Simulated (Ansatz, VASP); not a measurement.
CuO2 in VASP and in Ansatz

Contents of INCAR:

```
ALGO = Normal
EDIFF = 1E-7
ENCUT = 520
GGA = PS
ISIF = 2
ISMEAR = 0
ISPIN = 2
LASPH = True
LCHARG = False
LMAXMIX = 4
LORBIT = 11
LREAL = False
LWAVE = False
MAGMOM = 2.5 0 0
NBANDS = 22
NELM = 150
PREC = Accurate
SIGMA = 0.1
```

Contents of KPOINTS:

```
k-points
0
Gamma
  16 16 16
```

The input POSCAR:

```
CuO2
1.0
    0.0000000000      2.3844798727      2.3844798727
    2.3844798727      0.0000000000      2.3844798727
    2.3844798727      2.3844798727      0.0000000000
Cu O
1 2
Direct
    0.0000000000      0.0000000000      0.0000000000
    0.2500000000      0.2500000000      0.2500000000
    0.7500000000      0.7500000000      0.7500000000
```

Input for Ansatz:

```yaml
crystal:
  lattice:
    - [0.0, 2.3844798727, 2.3844798727]
    - [2.3844798727, 0.0, 2.3844798727]
    - [2.3844798727, 2.3844798727, 0.0]
  atoms:
    - { symbol: Cu, position: [0.0, 0.0, 0.0], spin: 2.5 }
    - { symbol: O, position: [0.25, 0.25, 0.25] }
    - { symbol: O, position: [0.75, 0.75, 0.75] }
basis:
  ecutwfc: 420
kpoints:
  mp_grid: { grid: [16, 16, 16] }
hamiltonian:
  xc: pbesol
scf:
  occupations: { method: gaussian, width: 0.1 }
  lower_state_search: "off"
output:
  forces: true
  stress: true
  eigenvalues: true
  populations: true
  write_density: true
  write_potential: true
  elf: true
  volumetric_format: npy
magnetization:
  spin_polarized: true
```

Alike in both runs: task single point; functional PBEsol; k mesh 16 × 16 × 16; occupations gaussian, width 0.1 eV; collinear spin.

|  | VASP | Ansatz |
| --- | --- | --- |
| version | VASP 6.6.1 | Ansatz 0.2.0 |
| potentials or method | VASP PAW PBE potentials, release 64 (Cu, O), cutoff 520 eV | scalar-relativistic, plane waves, PAW |
| valence electrons in the cell | 23 | 31 |

Ansatz gave:

| Quantity | Value |
| --- | --- |
| gap on the k mesh at the Fermi level (eV) | none |
| pressure (GPa) | 0.0 |
| net moment per atom (μB) | 0.64 |
| size of the moment on the site where the two differ most (μB) | 0.63 |

What did VASP give for the same quantities?

gap on the k mesh at the Fermi level (eV): none; pressure (GPa): 0.8; net moment per atom (μB): 0.64; size of the moment on the site where the two differ most (μB): 0.57.

VASP's potentials were made for PBE, not for PBEsol. Site moments also hang on the region over which each program counts them. A gap of «none» marks a metal or a gap that the smearing closes. VASP's potentials hold 23 valence electrons a cell and Ansatz's 31, so a difference there can come from the potentials and not from the codes.
